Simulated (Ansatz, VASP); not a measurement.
LiNbO3 in VASP and in Ansatz

```
CELL_PARAMETERS angstrom
2.55361 1.47433 4.90191
-2.55361 1.47433 4.90191
0.00000 -2.94866 4.90191
ATOMIC_POSITIONS crystal
Li 0.28159 0.28159 0.28159
Li 0.78159 0.78159 0.78159
Nb 0.00049 0.00049 0.00049
Nb 0.50049 0.50049 0.50049
O 0.11046 0.35803 0.72110
O 0.72110 0.11046 0.35803
O 0.35803 0.72110 0.11046
O 0.22110 0.85803 0.61046
O 0.85803 0.61046 0.22110
O 0.61046 0.22110 0.85803
```

Alike in both runs: task single point; functional PBE; k mesh 6 × 6 × 6; occupations gaussian, width 0.05 eV; no spin polarisation.

|  | VASP | Ansatz |
| --- | --- | --- |
| version | VASP 6.6.1 | Ansatz 0.2.0 |
| potentials or method | VASP PAW PBE potentials, release 64 (Li_sv, Nb_sv, O), cutoff 520 eV | scalar-relativistic, plane waves, PAW |
| valence electrons in the cell | 68 | 68 |

Ansatz gave:

```
gap on the k mesh at the Fermi level (eV) : 3.47
least direct gap on the mesh (eV)         : 3.48
rms of the force components (eV/Å)        : 0.062
```

Task: Estimate VASP's values.

Result: gap on the k mesh at the Fermi level (eV): 3.45; least direct gap on the mesh (eV): 3.46; rms of the force components (eV/Å): 0.052.

Atom by atom the forces differ by 0.011 eV/Å (rms over components). The functional is the same, so the differences come from potentials, cutoffs and numerics.

Noted on VASP's run: the cutoff is short for stress, so the pressure is rough.
